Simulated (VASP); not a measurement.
## InP: vibrations by perturbation theory with LDA

InP:

```xyz
2
Lattice="0.0000 2.9305 2.9305 2.9305 0.0000 2.9305 2.9305 2.9305 0.0000" Properties=species:S:1:pos:R:3 pbc="T T T"
In    0.0000    0.0000    0.0000
P     4.3957    4.3957    4.3957
```

| Item | Value |
| --- | --- |
| Program | VASP 6.6.1 |
| Task | vibrations by perturbation theory |
| Functional | LDA |
| Potentials or basis | VASP PAW LDA potentials, release 64 (In_d, P) |
| Cutoff | 520 eV |
| k mesh | 6 × 6 × 6 |
| Occupations | fermi-dirac, width 0.05 eV |
| Spin | no spin polarisation |
| Dipole correction | no |
| Further INCAR settings | ALGO = Normal; EDIFF = 1e-08; IBRION = 8; NSW = 1 |

```yaml
Highest_phonon_frequency_at_Γ_LO-TO_splitting_left_out: 296 cm⁻¹
```

Phonon frequencies in cm⁻¹ (negative: imaginary):
```csv
q point,frequencies
"(0.000, 0.000, 0.000)",0 0 0 296 296 296
```

It took 42 s on 1 thread of Intel(R) Xeon(R) 6975P-C (Granite Rapids) (shared host), peak memory 0.22 GiB.

Caveat: the cell wasn't relaxed at this level first, which shifts response properties.
